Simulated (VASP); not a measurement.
# Sn4HO8 (a cell with a defect) in VASP: notebook

Sn4HO8 (a cell with a defect) is run at these levels: PBE; tasks: single point.

Everything below comes from runs of VASP 6.6.1. Logs are shortened: lines on timing, memory, paths and dates and some standing lists are left out, and cuts for length are marked.

**1. The cell of the first run**

The cell holds a defect, 13 atoms: a = 5.813 Å, b = 5.813 Å, c = 5.813 Å, α = 108.08°, β = 108.08°, γ = 112.29°.

**2. Single point, PBE**

File INCAR:

```
SYSTEM = Sn4HO8
ALGO = Normal
EDIFF = 1E-7
ENCUT = 520
GGA = PE
ISIF = 2
ISMEAR = 0
LASPH = .TRUE.
LCHARG = .FALSE.
LREAL = .FALSE.
LWAVE = .FALSE.
NBANDS = 64
NELM = 100
PREC = Accurate
SIGMA = 0.02
```

File KPOINTS:

```
k-points
0
G
  3 3 3
  0 0 0
```

File POSCAR:

```
Sn4HO8
1.0
    0.0000000000      4.8271903452     -3.2381522545
    0.0000000000     -4.8271903452     -3.2381522545
   -4.8271903452      0.0000000000      3.2381522545
Sn O H
4 8 1
Direct
    0.2738698416      0.7582054143      0.5345297814
    0.7410366614      0.2431062240      0.4865915433
    0.0029666288      0.0089612132      0.0000250663
    0.4885633687      0.4946232085     -0.0000250663
    0.5718181875      0.7805744055      0.8548057369
    0.0465015507      0.2998638406      0.8488507200
    0.9600430580      0.6941221168      0.1566691897
    0.4404568662      0.2228959405      0.1657591565
    0.4753464972      0.1946275069      0.6744697779
   -0.0225797608      0.6966701033      0.6745029235
    0.5340103349      0.8051809137      0.3418412952
    0.0342520354      0.3053724815      0.3418779625
    0.9790739080      0.5472183459      1.0287974256
```

Potentials or basis: VASP PAW PBE potentials, release 64 (Sn_d, O, H).

On the command line:

```sh
$ cat potpaw_PBE.64/Sn_d/POTCAR potpaw_PBE.64/O/POTCAR potpaw_PBE.64/H/POTCAR > POTCAR
$ mpirun -np 1 vasp_std > vasp.out
```

OUTCAR:

```text
SYSTEM = Sn4HO8
   EDIFF = 1E-7
   ENCUT = 520
   GGA = PE
   ISIF = 2
   ISMEAR = 0
   LASPH = .TRUE.
   LREAL = .FALSE.
   NELM = 100
   PREC = Accurate

 ion  position               nearest neighbor table
   1  0.274  0.758  0.535-   5 2.04  10 2.08   9 2.08  11 2.13  12 2.13   7 2.19   2 3.25   2 3.25
                             4 3.63   3 3.63   3 3.72   4 3.72
   2  0.741  0.243  0.487-   8 2.06  11 2.09  12 2.09   6 2.12  10 2.14   9 2.14   1 3.25   1 3.25
                             3 3.73   4 3.73   4 3.74   3 3.74
   3  0.003  0.009  0.000-   5 2.06   8 2.07  12 2.09  10 2.09   6 2.11   7 2.25   4 3.15   4 3.33
                             1 3.63   1 3.72   2 3.73   2 3.74
   4  0.489  0.495  1.000-   5 2.05   8 2.07  11 2.09   9 2.09   6 2.10   7 2.25   3 3.15   3 3.33
                             1 3.63   1 3.72   2 3.73   2 3.74
   5  0.572  0.781  0.855-   1 2.04   4 2.05   3 2.06
   6  0.047  0.300  0.849-   4 2.10   3 2.11   2 2.12
   7  0.960  0.694  0.157-  13 1.01   1 2.19   4 2.25   3 2.25
   8  0.440  0.223  0.166-   2 2.06   3 2.07   4 2.07
   9  0.475  0.195  0.674-   1 2.08   4 2.09   2 2.14
  10  0.977  0.697  0.675-   1 2.08   3 2.09   2 2.14
  11  0.534  0.805  0.342-   2 2.09   4 2.09   1 2.13
  12  0.034  0.305  0.342-   2 2.09   3 2.09   1 2.13
  13  0.979  0.547  0.029-   7 1.01

  LATTYP: Found a body centered tetragonal cell.
 ALAT       =     6.8266780543
 C/A-ratio  =     0.9486758358

  Lattice vectors:

 A1 = (   0.0000000000,   4.8271903452,  -3.2381522545)
 A2 = (   0.0000000000,  -4.8271903452,  -3.2381522545)
 A3 = (  -4.8271903452,   0.0000000000,   3.2381522545)

Analysis of symmetry for initial positions (statically):
=====================================================================
 Subroutine PRICEL returns:
 Original cell was already a primitive cell.

 Routine SETGRP: Setting up the symmetry group for a
 body centered tetragonal supercell.

 Subroutine GETGRP returns: Found  1 space group operations
 (whereof  1 operations were pure point group operations)
 out of a pool of 16 trial point group operations.

The static configuration has the point symmetry C_1 .

Analysis of symmetry for dynamics (positions and initial velocities):
=====================================================================
 Subroutine PRICEL returns:
 Original cell was already a primitive cell.

 Routine SETGRP: Setting up the symmetry group for a
 body centered tetragonal supercell.

 Subroutine GETGRP returns: Found  1 space group operations
 (whereof  1 operations were pure point group operations)
[... 128 lines left out ...]
   ISMEAR =     0;   SIGMA  =   0.02  broadening in eV -4-tet -1-fermi 0-gaus
   EFERMI_NEDOS =   21; number of points for ismear=-14 and -15
   IALGO  =     38    algorithm
   IMIX   =      4    mixing-type and parameters
     AMIX     =   0.40;   BMIX     =  1.00
     AMIX_MAG =   1.60;   BMIX_MAG =  1.00
  volume/ion in A,a.u.               =      11.61        78.34
  Fermi-wavevector in a.u.,A,eV,Ry     =   1.450661  2.741352 28.632331  2.104417
  Thomas-Fermi vector in A             =   2.568247
   LORBIT       =      0    0 simple, 1 ext, 2 COOP (PROOUT), +10 PAW based schemes
   GGA     = PE    functional components
   LHFCALC =     F    Hartree Fock is set to
   AEXX    =    0.0000 exact exchange contribution
   IVDW    =     0    specifies the selected vdW correction
   LEPSILON=     F    determine dielectric tensor
   LRPA    =     F    only Hartree local field effects (RPA)
 non-spin polarized calculation
 Gauss-broadening in eV      SIGMA  =   0.02
  energy-cutoff  :      520.00
  volume of cell :      150.91
 maximum number of plane-waves:      4079
 NGX is ok and might be reduce to    48
   NGX = 21   NGY = 21   NGZ = 21

 number of electron     105.0000009 magnetization

 Free energy of the ion-electron system (eV)
  ---------------------------------------------------
  ext. energy  EPLUGINS =         0.00000000
  ---------------------------------------------------
  free energy    TOTEN  =       -77.27249279 eV

  energy without entropy =      -77.27182701  energy(sigma->0) =      -77.27215990

 E-fermi :   9.0291     XC(G=0): -11.0909

 val. band max:        8.4445060485   @ k =   0.0000   0.3333  -0.0000
 cond. band min:       9.0385952615   @ k =   0.3333  -0.3333   0.3333
 fundamental gap:      0.5940892129
 Fermi energy:         9.0290565360

 k-point     1 :       0.0000    0.0000    0.0000
  band No.  band energies     occupation
      1     -15.1781      2.00000
      2     -15.0514      2.00000
      3     -14.7571      2.00000
      4     -14.5246      2.00000
      5     -14.4916      2.00000
      6     -14.4168      2.00000
[... 927 lines left out ...]
     63      15.6591      0.00000
     64      15.9265      0.00000

------------------------ aborting loop because EDIFF is reached ----------------------------------------

  FORCE on cell =-STRESS in cart. coord.  units (eV):
  Direction    XX          YY          ZZ          XY          YZ          ZX
  --------------------------------------------------------------------------------------
  -------------------------------------------------------------------------------------
  Total       10.9085733      6.5687875     11.1301448     -3.7335820     -0.0002395      0.0001551
  in kB      115.8143645     69.7396376    118.1667495    -39.6387699     -0.0025428      0.0016465
  external PRESSURE =     101.2402505 kB  Pullay stress =       0.0000000 kB

 VOLUME and BASIS-vectors are now :
 -----------------------------------------------------------------------------
  energy-cutoff  :      520.00
  volume of cell :      150.91
      direct lattice vectors                 reciprocal lattice vectors
     0.000000000  4.827190345 -3.238152255    -0.103579922  0.103579922 -0.154409046
     0.000000000 -4.827190345 -3.238152255    -0.103579922 -0.103579922 -0.154409046
    -4.827190345  0.000000000  3.238152255    -0.207159844  0.000000000  0.000000000

 POSITION                                       TOTAL-FORCE (eV/Angst)
 -----------------------------------------------------------------------------------
     -2.58028     -2.33798     -1.61113         0.009358     -0.001752     -0.000595
     -2.34887      2.40360     -1.61115        -0.004618     -0.005685      0.000163
     -0.00012     -0.02894     -0.03854        -0.007550      0.006565      0.018070
     -4.82707     -0.02925      0.05436        -0.007837      0.008506     -0.017168
     -4.12631     -1.00771     -1.61126        -0.006557     -0.008122      0.000107
     -4.09756     -1.22303      1.62712         0.000018     -0.040120     -0.000093
     -0.75627      1.28365     -4.84912        -0.033970     -0.058026     -0.000445
     -0.80015      1.05021     -1.61128        -0.005896      0.020382     -0.000257
     -3.25579      1.35508      0.01456        -0.005714     -0.014370     -0.012919
     -3.25595      1.35523     -3.23682        -0.005640     -0.014406      0.013125
     -1.65013     -1.30899     -3.22957         0.002964      0.012804      0.008247
     -1.65031     -1.30875      0.00730         0.002533      0.012125     -0.008362
     -0.13901      2.08465     -4.84912         0.062907      0.082099      0.000128
 -----------------------------------------------------------------------------------
    total drift:                               -0.000376      0.000033     -0.000103

  FREE ENERGIE OF THE ION-ELECTRON SYSTEM (eV)
  ---------------------------------------------------
  free  energy   TOTEN  =       -77.2724927887 eV

  energy  without entropy=      -77.2718270051  energy(sigma->0) =      -77.27215990
```

Wall time 3.1 min (1 thread of Intel Xeon Platinum 8259CL at 2.50GHz (Skylake/Cascade Lake), shared host); peak memory 0.37 GiB.

Results:

| Item | Value |
| --- | --- |
| Free energy | -77.2725 eV |
| Pressure | 10.1 GPa |
| Largest force | 0.103 eV/Å |

Forces on the atoms (eV/Å):
```
Sn   0.009 -0.002 -0.001
Sn  -0.005 -0.006  0.000
Sn  -0.008  0.007  0.018
Sn  -0.008  0.009 -0.017
O   -0.007 -0.008  0.000
O    0.000 -0.040  0.000
O   -0.034 -0.058  0.000
O   -0.006  0.020  0.000
O   -0.006 -0.014 -0.013
O   -0.006 -0.014  0.013
O    0.003  0.013  0.008
O    0.003  0.012 -0.008
H    0.063  0.082  0.000
```

Levels at points of the mesh, in eV from the Fermi level:
| k point | band 48 | band 49 | band 50 | band 51 | band 52 | band 53 | band 54 | band 55 | band 56 | band 57 |
| --- | --- | --- | --- | --- | --- | --- | --- | --- | --- | --- |
| (0.00, 0.00, 0.00) | -4.13 | -4.12 | -3.87 | -3.86 | -3.76 | -2.66 | 0.79 | 0.92 | 2.19 | 2.68 |

Caveat: the k points lie up to 0.45 Å⁻¹ apart; spin-orbit coupling is left out, which moves the levels of the heavy elements; an odd number of electrons without spin polarisation forces a metal; a magnetic or distorted state may lie lower.

**3. Single point, PBE**

File INCAR:

```
SYSTEM = Sn4HO8
PREC = Accurate
ENCUT = 520
EDIFF = 1E-6
ISMEAR = 0
SIGMA = 0.02
LREAL = .False.
LASPH = .True.
NELM = 80
ALGO = Normal
ISIF = 2
LWAVE = .False.
LCHARG = .False.
GGA = PE
NBANDS = 64
```

File KPOINTS:

```
Automatic mesh
0
Gamma
  3 3 3
  0 0 0
```

File POSCAR:

```
Sn4HO8
1.0
    0.0000000000      4.8271903452     -3.2381522545
    0.0000000000     -4.8271903452     -3.2381522545
   -4.8271903452      0.0000000000      3.2381522545
Sn O H
4 8 1
Direct
    0.2696323992      0.7557385670      0.5265976310
    0.7388006094      0.2457506508      0.4857782338
    0.0015134038      0.0055171821     -0.0006105001
    0.4926410015      0.4966478873     -0.0006136075
    0.5687781014      0.7807784425      0.8507828998
    0.0453774759      0.3112497346      0.8578559584
    0.9599668418      0.6795339391      0.1407290683
    0.4379661363      0.2218932398      0.1610854233
    0.4642946599      0.1914423575      0.6644892309
   -0.0281788838      0.6989674993      0.6644908882
    0.5391202736      0.8087456472      0.3429187336
    0.0329467890      0.3025711267      0.3429199766
    0.9898205996      0.5268746952      1.0179238125
```

Potentials or basis: VASP PAW PBE potentials, release 64 (Sn_d, O, H).

On the command line:

```sh
$ cat potpaw_PBE.64/Sn_d/POTCAR potpaw_PBE.64/O/POTCAR potpaw_PBE.64/H/POTCAR > POTCAR
$ mpirun -np 1 vasp_std > vasp.out
```

Run time: 2.3 min. Hardware: 1 thread of Intel Xeon Platinum 8259CL at 2.50GHz (Skylake/Cascade Lake), shared host; peak memory 0.35 GiB.

The run converged. Its results:

```yaml
Free_energy: -77.2350 eV
Pressure: 8.9 GPa
Largest_force: 0.360 eV/Å
```

Forces on the atoms (eV/Å):
```
Sn  -0.021  0.029  0.000
Sn  -0.016  0.042  0.000
Sn   0.043 -0.039 -0.062
Sn   0.043 -0.039  0.062
O   -0.034  0.025  0.000
O    0.109  0.154  0.000
O   -0.023  0.003  0.000
O   -0.011  0.048  0.000
O   -0.007  0.027 -0.028
O   -0.007  0.027  0.028
O    0.023  0.031  0.028
O    0.023  0.031 -0.028
H   -0.122 -0.339  0.000
```

Stress tensor (GPa, compression positive):
```
10.90 -3.80  0.00
-3.80  4.98  0.00
 0.00  0.00 10.67
```

Levels at points of the mesh, in eV from the Fermi level:
```csv
k point,band 48,band 49,band 50,band 51,band 52,band 53,band 54,band 55,band 56,band 57
"(0.00, 0.00, 0.00)",-4.07,-4.06,-3.79,-3.77,-3.73,-2.63,0.79,0.97,2.20,2.74
```

Caveat: the k points lie up to 0.45 Å⁻¹ apart; spin-orbit coupling is left out, which moves the levels of the heavy elements; an odd number of electrons without spin polarisation forces a metal; a magnetic or distorted state may lie lower.

**4. Single point, PBE**

File INCAR:

```
  ALGO = Normal
  EDIFF = 1E-6
  ENCUT = 520
  GGA = PE
  ISIF = 2
  ISMEAR = 0
  LASPH = T
  LCHARG = F
  LREAL = F
  LWAVE = F
  NBANDS = 64
  NELM = 100
  PREC = Accurate
  SIGMA = 0.02
```

File KPOINTS:

```
k-points
0
Gamma
  3 3 3
```

File POSCAR:

```
Sn4HO8
1.0
    0.0000000000      4.8271903452     -3.2381522545
    0.0000000000     -4.8271903452     -3.2381522545
   -4.8271903452      0.0000000000      3.2381522545
Sn O H
4 8 1
Direct
    0.2611993155      0.7542492742      0.5142216947
    0.7303676293      0.2442614615      0.4734025047
   -0.0015134038     -0.0055171821      0.0006105001
    0.5073589199      0.5033520342      0.0006136075
    0.5620338922      0.7781067887      0.8389147124
    0.0400330832      0.3204659858      0.8592708601
    0.9546226034      0.6887503448      0.1421439701
    0.4312218236      0.2192214824      0.1492170286
    0.4608797549      0.1912543813      0.6570814021
   -0.0329467890      0.6974288018      0.6570799519
    0.5357052650      0.8085575675      0.3355106976
    0.0281789874      0.3010325328      0.3355092474
    1.0101793574      0.4731253333      0.9820762516
```

Potentials or basis: VASP PAW PBE potentials, release 64 (Sn_d, O, H).

On the command line:

```sh
$ cat potpaw_PBE.64/Sn_d/POTCAR potpaw_PBE.64/O/POTCAR potpaw_PBE.64/H/POTCAR > POTCAR
$ mpirun -np 1 vasp_std > vasp.out
```

OUTCAR:

```text
EDIFF = 1E-6
   ENCUT = 520
   GGA = PE
   ISIF = 2
   ISMEAR = 0
   LASPH = T
   LREAL = F
   NELM = 100
   PREC = Accurate

 ion  position               nearest neighbor table
   1  0.261  0.754  0.514-   5 2.06  10 2.08   9 2.08  12 2.14  11 2.14   7 2.14   2 3.25   2 3.25
                             3 3.71   4 3.71   3 3.76   4 3.76
   2  0.730  0.244  0.473-   8 2.05  11 2.08  12 2.08   9 2.14  10 2.14   6 2.18   1 3.25   1 3.25
                             4 3.65   3 3.65   4 3.74   3 3.74
   3  0.998  0.994  0.001-   8 2.06   5 2.07  10 2.10  12 2.10   7 2.14   6 2.25   4 3.18   4 3.30
                             2 3.65   1 3.71   2 3.74   1 3.76
   4  0.507  0.503  0.001-   8 2.06   5 2.07   9 2.10  11 2.10   7 2.14   6 2.25   3 3.18   3 3.30
                             2 3.65   1 3.71   2 3.74   1 3.76
   5  0.562  0.778  0.839-   1 2.06   3 2.07   4 2.07
   6  0.040  0.320  0.859-  13 1.06   2 2.18   3 2.25   4 2.25
   7  0.955  0.689  0.142-   1 2.14   4 2.14   3 2.14
   8  0.431  0.219  0.149-   2 2.05   4 2.06   3 2.06
[... 874 lines left out ...]
     63      15.6524      0.00000
     64      15.8124      0.00000

------------------------ aborting loop because EDIFF is reached ----------------------------------------

  FORCE on cell =-STRESS in cart. coord.  units (eV):
  Direction    XX          YY          ZZ          XY          YZ          ZX
  --------------------------------------------------------------------------------------
  -------------------------------------------------------------------------------------
  Total       10.2687550      4.6947041     10.0490124     -3.5747400      0.0000000      0.0000000
  in kB      109.0215281     49.8428304    106.6885608    -37.9523726      0.0000000      0.0000000
  external PRESSURE =      88.5176398 kB  Pullay stress =       0.0000000 kB

 VOLUME and BASIS-vectors are now :
 -----------------------------------------------------------------------------
  energy-cutoff  :      520.00
  volume of cell :      150.91
      direct lattice vectors                 reciprocal lattice vectors
     0.000000000  4.827190345 -3.238152255    -0.103579922  0.103579922 -0.154409046
     0.000000000 -4.827190345 -3.238152255    -0.103579922 -0.103579922 -0.154409046
    -4.827190345  0.000000000  3.238152255    -0.207159844  0.000000000  0.000000000

 POSITION                                       TOTAL-FORCE (eV/Angst)
 -----------------------------------------------------------------------------------
     -2.48225     -2.38005     -1.62305         0.016402     -0.041710      0.000000
     -2.28520      2.34653     -1.62305         0.020646     -0.028632      0.000000
     -0.00295      0.01933     -6.45156        -0.042897      0.039146      0.062088
     -0.00296      0.01934     -3.27085        -0.042897      0.039146     -0.062088
     -4.04960     -1.04302     -1.62305         0.011347     -0.047510      0.000000
     -4.14786     -1.35370      1.61510         0.022793     -0.003153      0.000000
     -0.68616      1.28342     -4.86121        -0.108774     -0.154325      0.000000
     -0.72030      1.02337     -1.62305         0.033716     -0.025100      0.000000
     -3.17186      1.30153      0.01602        -0.022710     -0.030761     -0.027944
     -3.17185      1.30153     -3.26212        -0.022710     -0.030761      0.027944
     -1.61957     -1.31711     -3.26649         0.006732     -0.027432      0.028438
     -1.61957     -1.31712      0.02039         0.006732     -0.027432     -0.028438
     -4.74067     -2.23473      1.61510         0.121619      0.338525     -0.000000
 -----------------------------------------------------------------------------------
    total drift:                                0.000879      0.001792     -0.033866

  FREE ENERGIE OF THE ION-ELECTRON SYSTEM (eV)
  ---------------------------------------------------
  free  energy   TOTEN  =       -77.2349795079 eV

  energy  without entropy=      -77.2343137243  energy(sigma->0) =      -77.23464662
```

OSZICAR:

```text
N       E                     dE             d eps       ncg     rms          rms(c)
DAV:   1     0.161788006670E+04    0.16179E+04   -0.48590E+04  1472   0.256E+03
DAV:   2     0.257152515305E+03   -0.13607E+04   -0.12959E+04  1368   0.789E+02
DAV:   3    -0.594559753853E+02   -0.31661E+03   -0.30942E+03  1352   0.280E+02
DAV:   4    -0.883689404108E+02   -0.28913E+02   -0.28557E+02  1608   0.913E+01
DAV:   5    -0.892422339517E+02   -0.87329E+00   -0.87003E+00  1496   0.167E+01    0.216E+01
DAV:   6    -0.769835874105E+02    0.12259E+02   -0.43850E+01  2040   0.670E+01    0.767E+00
DAV:   7    -0.772900781636E+02   -0.30649E+00   -0.48419E+00  1440   0.930E+00    0.452E+00
DAV:   8    -0.772678563440E+02    0.22222E-01   -0.70353E-01  1816   0.596E+00    0.122E+00
DAV:   9    -0.772321880173E+02    0.35668E-01   -0.19519E-01  1936   0.419E+00    0.216E-01
DAV:  10    -0.772342852254E+02   -0.20972E-02   -0.16589E-02  1520   0.734E-01    0.150E-01
DAV:  11    -0.772349050184E+02   -0.61979E-03   -0.18284E-03  1816   0.242E-01    0.575E-02
DAV:  12    -0.772349610826E+02   -0.56064E-04   -0.24265E-04  1768   0.112E-01    0.211E-02
DAV:  13    -0.772349779023E+02   -0.16820E-04   -0.95046E-05  1576   0.499E-02    0.827E-03
DAV:  14    -0.772349793984E+02   -0.14961E-05   -0.76741E-06  1456   0.207E-02    0.499E-03
DAV:  15    -0.772349795079E+02   -0.10949E-06   -0.27931E-06  1232   0.126E-02
   1 F= -.77234980E+02 E0= -.77234647E+02  d E =-.665784E-03
```

stdout:

```text
POSCAR found type information on POSCAR SnO H
 POSCAR found :  3 types and      13 ions
 scaLAPACK will be used
 LDA part: xc-table for (Slater+PW92), standard interpolation
 POSCAR, INCAR and KPOINTS ok, starting setup
 FFT: planning ... GRIDC
 FFT: planning ... GRID_SOFT
 FFT: planning ... GRID
 WAVECAR not read
 entering main loop
```

Run time: 2.2 min. Hardware: 1 thread of Intel Xeon Platinum 8259CL at 2.50GHz (Skylake/Cascade Lake), shared host; peak memory 0.35 GiB.

What came out:

- Free energy: -77.2350 eV
- Pressure: 8.9 GPa
- Largest force: 0.360 eV/Å

Forces in eV/Å, atoms in the order of the input:
```
Sn   0.016 -0.042  0.000
Sn   0.021 -0.029  0.000
Sn  -0.043  0.039  0.062
Sn  -0.043  0.039 -0.062
O    0.011 -0.048  0.000
O    0.023 -0.003  0.000
O   -0.109 -0.154  0.000
O    0.034 -0.025  0.000
O   -0.023 -0.031 -0.028
O   -0.023 -0.031  0.028
O    0.007 -0.027  0.028
O    0.007 -0.027 -0.028
H    0.122  0.339  0.000
```

Stress tensor (GPa, compression positive):
```
10.90 -3.80  0.00
-3.80  4.98  0.00
 0.00  0.00 10.67
```

Caveat: the k points lie up to 0.45 Å⁻¹ apart; spin-orbit coupling is left out, which moves the levels of the heavy elements; an odd number of electrons without spin polarisation forces a metal; a magnetic or distorted state may lie lower.
